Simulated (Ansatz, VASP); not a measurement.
Two plane-wave programs on BaTiO3

```xyz
5
Lattice="4.0452 0.0000 0.0000 0.0000 4.0452 0.0000 0.0000 0.0000 4.2635" Properties=species:S:1:pos:R:3 pbc="T T T"
Ba    2.0226    2.0226    2.5443
Ti    0.0000    0.0000    0.4765
O     0.0000    2.0226    0.2528
O     2.0226    0.0000    0.2528
O     0.0000    0.0000    2.2719
```

Alike in both runs: task single point; functional PBE; k mesh 8 × 8 × 6; occupations gaussian, width 0.02 eV; no spin polarisation.

```csv
,VASP,Ansatz
version,VASP 6.6.1,Ansatz 0.2.0
potentials or method,"VASP PAW PBE potentials, release 64 (Ba_sv, Ti_sv, O), cutoff 520 eV","scalar-relativistic, plane waves, PAW"
valence electrons in the cell,40,40
```

Ansatz gave:

| Item | Value |
| --- | --- |
| gap on the k mesh at the Fermi level (eV) | 1.79 |
| least direct gap on the mesh (eV) | 2.35 |
| pressure (GPa) | -5.0 |
| traceless stress, the component that is largest in VASP (GPa) | 1.85 |
| rms of the force components (eV/Å) | 0.003 |

**Question.** Which values does VASP return?

**Answer.** gap on the k mesh at the Fermi level (eV): 1.74; least direct gap on the mesh (eV): 2.32; pressure (GPa): -3.6; traceless stress, the component that is largest in VASP (GPa): 1.96; rms of the force components (eV/Å): 0.039.

Atom by atom the forces differ by 0.041 eV/Å (rms over components).

Spin-orbit coupling is off throughout.
